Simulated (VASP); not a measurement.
Input of a VASP 6.6.1 run:

File INCAR:

```
PREC = Accurate
ENCUT = 400
EDIFF = 1E-6
ISMEAR = -1
SIGMA = 0.05
LREAL = F
LASPH = T
NELM = 120
ALGO = Normal
ISIF = 2
LWAVE = F
LCHARG = F
LDIPOL = T
IDIPOL = 3
DIPOL = 0.5 0.5 0.500
GGA = PE
NBANDS = 11
GGA_COMPAT = F
NELMDL = -8
```

The input KPOINTS:

```
regular mesh
0
Gamma
  9 9 1
```

Contents of POSCAR:

```
Sr
1.0
    4.2697043870      0.0000000000      0.0000000000
   -2.1348521935      3.6976724658      0.0000000000
    0.0000000000      0.0000000000     20.0000000000
Sr
1
Direct
    0.0000000000      0.0000000000      0.5000000000
```

Potentials or basis: VASP PAW PBE potentials, release 64 (Sr_sv).

The run is started by

```console
$ cat potpaw_PBE.64/Sr_sv/POTCAR > POTCAR
$ mpirun -np 1 vasp_std > vasp.out
```

(1) What does it give for the band gap on the k mesh?

Results:

(1) zero (bands 5 and 6 overlap by 0.38 eV).
